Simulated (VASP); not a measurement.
# Sc2Al (P6_3/mmc) in VASP: a series of runs

Sc2Al is run at these levels: PBEsol; tasks: single point, relaxation of volume and atoms at fixed shape.

All numbers are computed with VASP 6.6.1; they aren't measurements. Logs are shortened: lines on timing, memory, paths and dates and some standing lists are left out, and cuts for length are marked.

**1. The cell of the first run**

Symmetry: P6_3/mmc, No. 194, hexagonal system. The conventional cell has a = 4.846 Å, b = 4.846 Å, c = 6.102 Å, α = 90.00°, β = 90.00°, γ = 120.00°. Within 4.0 Å of Sc (site symmetry -3m) lie 8 Sc at 3.05 to 3.19 Å and 6 Al at 3.19 Å. Within 3.7 Å of Sc (site symmetry -6m2) lie 5 Al at 2.80 to 3.05 Å and 6 Sc at 3.19 Å. Within 3.7 Å of Al (site symmetry -6m2) lie 11 Sc at 2.80 to 3.19 Å.

**2. Single point, PBEsol**

INCAR

```
PREC     = Accurate       # precision mode
ENCUT    = 520            # plane-wave cutoff, eV
EDIFF    = 1E-6           # SCF threshold, eV
ISMEAR   = 1              # smearing method
SIGMA    = 0.05           # smearing width, eV
LREAL    = F              # projectors in reciprocal space
LASPH    = T              # aspherical terms in the spheres
NELM     = 100            # most SCF steps
ALGO     = Normal         # electronic algorithm
ISIF     = 2              # what is computed and relaxed
LWAVE    = F              # write WAVECAR
LCHARG   = F              # write CHGCAR
GGA      = PS             # functional
NBANDS   = 34             # bands
```

KPOINTS

```
regular mesh
0
Gamma
  6 6 4
```

POSCAR

```
Sc2Al
1.0
    4.8456917907      0.0000028591      0.0000000000
   -2.4228483714      4.1964907601      0.0000000000
    0.0000000000      0.0000000000      6.1023304769
Sc Al
4 2
Direct
    0.0000000000      0.0000000000      0.0000000000
    0.0000000000      0.0000000000      0.5000000000
    0.3333333333      0.6666666667      0.7500000000
    0.6666666667      0.3333333333      0.2500000000
    0.3333333333      0.6666666667      0.2500000000
    0.6666666667      0.3333333333      0.7500000000
```

Potentials or basis: VASP PAW PBE potentials, release 64 (Sc_sv, Al).

Run with:

```sh
cat potpaw_PBE.64/Sc_sv/POTCAR potpaw_PBE.64/Al/POTCAR > POTCAR
mpirun -np 1 vasp_std > vasp.out
```

OUTCAR:

```text
PREC = Accurate
   ENCUT = 520
   EDIFF = 1E-6
   ISMEAR = 1
   LREAL = F
   LASPH = T
   NELM = 100
   ISIF = 2
   GGA = PS

 ion  position               nearest neighbor table
   1  0.000  0.000  0.000-   2 3.05   2 3.05   4 3.19   5 3.19   6 3.19   3 3.19   3 3.19   5 3.19
                             4 3.19   6 3.19   4 3.19   6 3.19   3 3.19   5 3.19
   2  0.000  0.000  0.500-   1 3.05   1 3.05   4 3.19   5 3.19   6 3.19   3 3.19   3 3.19   5 3.19
                             4 3.19   6 3.19   4 3.19   6 3.19   3 3.19   5 3.19
   3  0.333  0.667  0.750-   6 2.80   6 2.80   6 2.80   5 3.05   5 3.05   1 3.19   2 3.19   2 3.19
                             1 3.19   2 3.19   1 3.19
   4  0.667  0.333  0.250-   5 2.80   5 2.80   5 2.80   6 3.05   6 3.05   1 3.19   2 3.19   1 3.19
                             2 3.19   1 3.19   2 3.19
   5  0.333  0.667  0.250-   4 2.80   4 2.80   4 2.80   3 3.05   3 3.05   1 3.19   2 3.19   2 3.19
                             1 3.19   2 3.19   1 3.19
   6  0.667  0.333  0.750-   3 2.80   3 2.80   3 2.80   4 3.05   4 3.05   1 3.19   2 3.19   1 3.19
                             2 3.19   1 3.19   2 3.19

  LATTYP: Found a hexagonal cell.
 ALAT       =     4.8456917907
 C/A-ratio  =     1.2593311214

  Lattice vectors:

 A1 = (   4.8456917907,   0.0000028591,   0.0000000000)
 A2 = (  -2.4228483714,   4.1964907601,   0.0000000000)
 A3 = (   0.0000000000,   0.0000000000,   6.1023304769)

Analysis of symmetry for initial positions (statically):
=====================================================================
 Subroutine PRICEL returns:
 Original cell was already a primitive cell.

 Routine SETGRP: Setting up the symmetry group for a
 hexagonal supercell.

 Subroutine GETGRP returns: Found 24 space group operations
 (whereof 12 operations were pure point group operations)
 out of a pool of 24 trial point group operations.

The static configuration has the point symmetry D_3d.
 The point group associated with its full space group is D_6h.

Analysis of symmetry for dynamics (positions and initial velocities):
=====================================================================
 Subroutine PRICEL returns:
 Original cell was already a primitive cell.

 Routine SETGRP: Setting up the symmetry group for a
 hexagonal supercell.

 Subroutine GETGRP returns: Found 24 space group operations
 (whereof 12 operations were pure point group operations)
 out of a pool of 24 trial point group operations.

The dynamic configuration has the point symmetry D_3d.
 The point group associated with its full space group is D_6h.

 Subroutine INISYM returns: Found 24 space group operations
 (whereof 12 operations are pure point group operations),
 and found     1 'primitive' translations

----------------------------------------------------------------------------------------

                                     Primitive cell

  volume of cell :     124.0903

  direct lattice vectors                    reciprocal lattice vectors
     4.845691791  0.000002859  0.000000000     0.206368812  0.119147252  0.000000000
    -2.422848371  4.196490760  0.000000000    -0.000000141  0.238294260  0.000000000
     0.000000000  0.000000000  6.102330477     0.000000000  0.000000000  0.163871820

  length of vectors
     4.845691791  4.845691791  6.102330477     0.238294260  0.238294260  0.163871820

  position of ions in fractional coordinates (direct lattice)
     0.000000000  0.000000000  0.000000000
     0.000000000  0.000000000  0.500000000
     0.333333333  0.666666667  0.750000000
     0.666666667  0.333333333  0.250000000
     0.333333333  0.666666667  0.250000000
     0.666666667  0.333333333  0.750000000

  ion indices of the primitive-cell ions
   primitive index   ion index
                 1           1
                 2           2
                 3           3
                 4           4
                 5           5
                 6           6

----------------------------------------------------------------------------------------

 KPOINTS: regular mesh

Automatic generation of k-mesh.
 Grid dimensions read from file:
 generate k-points for:    6    6    4

 Generating k-lattice:

  Cartesian coordinates                     Fractional coordinates (reciprocal lattice)
     0.034394802  0.019857875  0.000000000     0.166666667  0.000000000  0.000000000
    -0.000000023  0.039715710  0.000000000    -0.000000000  0.166666667  0.000000000
     0.000000000  0.000000000  0.040967955     0.000000000  0.000000000  0.250000000

  Length of vectors
     0.039715710  0.039715710  0.040967955

  Shift w.r.t. Gamma in fractional coordinates (k-lattice)
     0.000000000  0.000000000  0.000000000

 Subroutine IBZKPT returns following result:
 ===========================================

 Found     21 irreducible k-points:

 Following reciprocal coordinates:
            Coordinates               Weight
  0.000000  0.000000  0.000000      1.000000
  0.166667  0.000000  0.000000      6.000000
  0.333333  0.000000  0.000000      6.000000
  0.500000  0.000000  0.000000      3.000000
  0.166667  0.166667  0.000000      6.000000
  0.333333  0.166667  0.000000     12.000000
[... 13 lines left out ...]
  0.333333  0.166667  0.500000     12.000000
  0.333333  0.333333  0.500000      2.000000
   k-points           NKPTS =     21   k-points in BZ     NKDIM =     21   number of bands    NBANDS=     34
   number of dos      NEDOS =    301   number of ions     NIONS =      6
   total plane-waves  NPLWV =  62208
   dimension x,y,z NGX =    36 NGY =   36 NGZ =   48
   dimension x,y,z NGXF=    72 NGYF=   72 NGZF=   96
   ions per type =               4   2
   NGX,Y,Z   is equivalent  to a cutoff of  12.35, 12.35, 13.08 a.u.
   NGXF,Y,Z  is equivalent  to a cutoff of  24.70, 24.70, 26.15 a.u.
 SYSTEM =  unknown system
   PREC   = accura    normal or accurate (medium, high low for compatibility)
   ISTART =      0    job   : 0-new  1-cont  2-samecut
   ICHARG =      2    charge: 1-file 2-atom 10-const
   ISPIN  =      1    spin polarized calculation?
   LNONCOLLINEAR =      F non collinear calculations
   LSORBIT =      F    spin-orbit coupling
   LASPH  =      T    aspherical Exc in radial PAW
   ENCUT  =  520.0 eV  38.22 Ry    6.18 a.u.   9.01  9.01 11.35*2*pi/ulx,y,z
   NELM   =    100;   NELMIN=  2; NELMDL= -5     # of ELM steps
   EDIFF  = 0.1E-05   stopping-criterion for ELM
   LREAL  =      F    real-space projection
   EDIFFG = 0.1E-04   stopping-criterion for IOM
   NSW    =      0    number of steps for IOM
   IBRION =     -1    ionic relax: 0-MD 1-quasi-New 2-CG
   NFREE  =      0    steps in history (QN), initial steepest desc. (CG)
   ISIF   =      2    stress and relaxation
   ISYM   =      2    0-nonsym 1-usesym 2-fastsym
   POTIM  = 0.5000    time-step for ionic-motion
   TEBEG  =    0.0;   TEEND  =   0.0 temperature during run
   PSTRESS=    0.0 pullay stress
   NELECT =      50.0000    total number of electrons
   NUPDOWN=      -1.0000    fix difference up-down
   EMIN   =  10.00;   EMAX   =-10.00  energy-range for DOS
   EFERMI =   0.00;   METHOD = LEGACY
   ISMEAR =     1;   SIGMA  =   0.05  broadening in eV -4-tet -1-fermi 0-gaus
   EFERMI_NEDOS =   21; number of points for ismear=-14 and -15
   IALGO  =     38    algorithm
   IMIX   =      4    mixing-type and parameters
     AMIX     =   0.40;   BMIX     =  1.00
     AMIX_MAG =   1.60;   BMIX_MAG =  1.00
  volume/ion in A,a.u.               =      20.68       139.57
  Fermi-wavevector in a.u.,A,eV,Ry     =   1.209165  2.284990 19.892802  1.462080
  Thomas-Fermi vector in A             =   2.344751
   LORBIT       =      0    0 simple, 1 ext, 2 COOP (PROOUT), +10 PAW based schemes
   GGA     = PS    functional components
   LHFCALC =     F    Hartree Fock is set to
   AEXX    =    0.0000 exact exchange contribution
   IVDW    =     0    specifies the selected vdW correction
   LEPSILON=     F    determine dielectric tensor
   LRPA    =     F    only Hartree local field effects (RPA)
 non-spin polarized calculation
 Methfessel and Paxton  Order N= 1 SIGMA  =   0.05
  energy-cutoff  :      520.00
  volume of cell :      124.09
 maximum number of plane-waves:      3369
 NGX is ok and might be reduce to    36
   NGX = 17   NGY = 17   NGZ = 23

 number of electron      50.0000002 magnetization

 Free energy of the ion-electron system (eV)
  ---------------------------------------------------
  ext. energy  EPLUGINS =         0.00000000
  ---------------------------------------------------
  free energy    TOTEN  =       -36.71845912 eV

  energy without entropy =      -36.71449397  energy(sigma->0) =      -36.71713741

 E-fermi :   4.9248     XC(G=0): -10.3045

 val. band max:        4.9115970874   @ k =   0.3333   0.1667   0.2500
 cond. band min:       4.9279107348   @ k =   0.1667   0.0000   0.2500
 fundamental gap:      0.0163136474
 Fermi energy:         4.9248486718

 k-point     1 :       0.0000    0.0000    0.0000
  band No.  band energies     occupation
      1     -44.3007      2.00000
      2     -44.2389      2.00000
      3     -44.1949      2.00000
      4     -44.1809      2.00000
      5     -23.1769      2.00000
      6     -23.1299      2.00000
[... 26 lines left out ...]
     33       7.8065      0.00000
     34       7.9366      0.00000

 k-point     2 :       0.1667    0.0000    0.0000
  band No.  band energies     occupation
      1     -44.2974      2.00000
      2     -44.2388      2.00000
      3     -44.1950      2.00000
      4     -44.1840      2.00000
      5     -23.1962      2.00000
      6     -23.1401      2.00000
[... 26 lines left out ...]
     33       7.5333      0.00000
     34       7.5907      0.00000
[... 664 lines left out ...]
     33       6.9818      0.00000
     34       6.9843      0.00000

 k-point    21 :       0.3333    0.3333    0.5000
  band No.  band energies     occupation
      1     -44.2615      2.00000
      2     -44.2615      2.00000
      3     -44.1960      2.00000
      4     -44.1960      2.00000
      5     -23.1459      2.00000
      6     -23.1459      2.00000
[... 26 lines left out ...]
     33       7.2939      0.00000
     34       7.2960      0.00000

------------------------ aborting loop because EDIFF is reached ----------------------------------------

  FORCE on cell =-STRESS in cart. coord.  units (eV):
  Direction    XX          YY          ZZ          XY          YZ          ZX
  --------------------------------------------------------------------------------------
  -------------------------------------------------------------------------------------
  Total        0.2471947      0.2471947     -0.2553434      0.0000000      0.0000000      0.0000000
  in kB        3.1916242      3.1916242     -3.2968355      0.0000000      0.0000000      0.0000000
  external PRESSURE =       1.0288043 kB  Pullay stress =       0.0000000 kB

 VOLUME and BASIS-vectors are now :
 -----------------------------------------------------------------------------
  energy-cutoff  :      520.00
  volume of cell :      124.09
      direct lattice vectors                 reciprocal lattice vectors
     4.845691791  0.000002859  0.000000000     0.206368812  0.119147252  0.000000000
    -2.422848371  4.196490760  0.000000000    -0.000000141  0.238294260  0.000000000
     0.000000000  0.000000000  6.102330477     0.000000000  0.000000000  0.163871820

 POSITION                                       TOTAL-FORCE (eV/Angst)
 -----------------------------------------------------------------------------------
      0.00000      0.00000      0.00000        -0.000000      0.000000      0.000000
      0.00000      0.00000      3.05117        -0.000000      0.000000      0.000000
     -0.00000      2.79766      4.57675        -0.000000      0.000000      0.000000
      2.42285      1.39883      1.52558         0.000000     -0.000000      0.000000
     -0.00000      2.79766      1.52558         0.000000      0.000000      0.000000
      2.42285      1.39883      4.57675        -0.000000      0.000000      0.000000
 -----------------------------------------------------------------------------------
    total drift:                                0.000000     -0.000000      0.000000

  FREE ENERGIE OF THE ION-ELECTRON SYSTEM (eV)
  ---------------------------------------------------
  free  energy   TOTEN  =       -36.7184591227 eV

  energy  without entropy=      -36.7144939725  energy(sigma->0) =      -36.71713741
```

Wall time 3.1 min (1 thread of AMD EPYC, shared host); peak memory 0.23 GiB.

Results:

```
Free energy            : -36.7185 eV
Pressure               : 0.1 GPa
Band gap on the k mesh : zero (band 25 reaches 5.27 eV, above the bottom of band 26 at 4.52 eV)
```

Levels at points of the mesh, in eV from the Fermi level:
```tsv
k point	band 22	band 23	band 24	band 25	band 26	band 27	band 28	band 29
(0.00, 0.00, 0.00)	-0.68	-0.65	-0.65	-0.40	-0.40	-0.05	-0.05	1.92
(0.50, 0.00, 0.00)	-1.14	-1.01	-0.81	-0.67	0.23	0.38	0.84	1.16
(0.00, 0.00, 0.50)	-1.49	-1.07	-1.07	0.10	0.10	0.10	0.10	1.57
(0.50, 0.00, 0.50)	-1.13	-0.86	-0.86	0.20	0.20	0.51	0.51	1.17
```

Caveat: the PAW data sets were made with another functional, which shifts forces and pressure a little.

**3. Relaxation of volume and atoms at fixed shape, PBEsol**

This run uses another cell than the first one, of 21.29 Å³/atom, 1.029 times its volume.

INCAR

```
PREC = Accurate
ENCUT = 600
EDIFF = 1E-7
ISMEAR = 1
SIGMA = 0.05
LREAL = F
LASPH = T
NELM = 100
ALGO = Normal
ISIF = 8
LWAVE = F
LCHARG = F
GGA = PS
IBRION = 2
NSW = 60
EDIFFG = -0.03
```

KPOINTS is that of step 2.

Changes to POSCAR since step 2:

```diff
@@ -2,5 +2,5 @@
 1.0
-    4.8456917907      0.0000028591      0.0000000000
-   -2.4228483714      4.1964907601      0.0000000000
-    0.0000000000      0.0000000000      6.1023304769
+    4.8926100000      0.0000000000      0.0000000000
+   -2.4463100000      4.2371300000      0.0000000000
+    0.0000000000      0.0000000000      6.1614200000
 Sc Al
```

Potentials or basis: VASP PAW PBE potentials, release 64 (Sc_sv, Al).

Run with:

```sh
cat potpaw_PBE.64/Sc_sv/POTCAR potpaw_PBE.64/Al/POTCAR > POTCAR
mpirun -np 1 vasp_std > vasp.out
```

Wall time 8 min (1 thread of AMD EPYC, shared host); peak memory 0.29 GiB.

The run converged. Its results:

```yaml
Free_energy: -36.7211 eV
Relaxed_volume: 20.72 Å³/atom
Relaxed_cell: a = 4.849 Å, b = 4.849 Å, c = 6.106 Å, α = 90.00°, β = 90.00°, γ = 120.00°
Space_group_after_relaxing_to_0.05_Å: P6_3/mmc (No. 194)
Energy_gained_by_relaxing: 3.5 meV/atom
Ionic_steps: 3
Pressure_after_relaxing: 0.0 GPa
Band_gap_on_the_k_mesh: zero (band 25 reaches 5.26 eV, above the bottom of band 26 at 4.51 eV)
```

Stress tensor (GPa, compression positive):
```
 0.21  0.00  0.00
 0.00  0.21  0.00
 0.00  0.00 -0.42
```

Step by step:
```
step  energy change (eV)  largest force (eV/Å)  pressure (GPa)  volume (Å³)
   1              0.0000                0.0000           -1.92       127.73
   2             -0.0178                0.0000            0.77       123.08
   3             -0.0208                0.0000            0.00       124.32
```

Final structure:
```
Sc Al
1.0
     4.84873    0.00000    0.00000
    -2.42437    4.19913    0.00000
     0.00000    0.00000    6.10616
Sc Al
4 2
Direct
  0.00000 0.00000 0.00000
  0.00000 0.00000 0.50000
  0.33333 0.66667 0.75000
  0.66667 0.33333 0.25000
  0.33333 0.66667 0.25000
  0.66667 0.33333 0.75000
```

Levels at points of the mesh, in eV from the Fermi level:
```tsv
k point	band 23	band 24	band 25	band 26	band 27	band 28
(0.00, 0.00, 0.00)	-0.65	-0.65	-0.40	-0.40	-0.05	-0.05
(0.50, 0.00, 0.00)	-1.02	-0.81	-0.67	0.23	0.38	0.84
(0.00, 0.00, 0.50)	-1.07	-1.07	0.10	0.10	0.10	0.10
(0.50, 0.00, 0.50)	-0.86	-0.86	0.20	0.20	0.51	0.51
```

Caveat: the PAW data sets were made with another functional, which shifts forces and pressure a little.
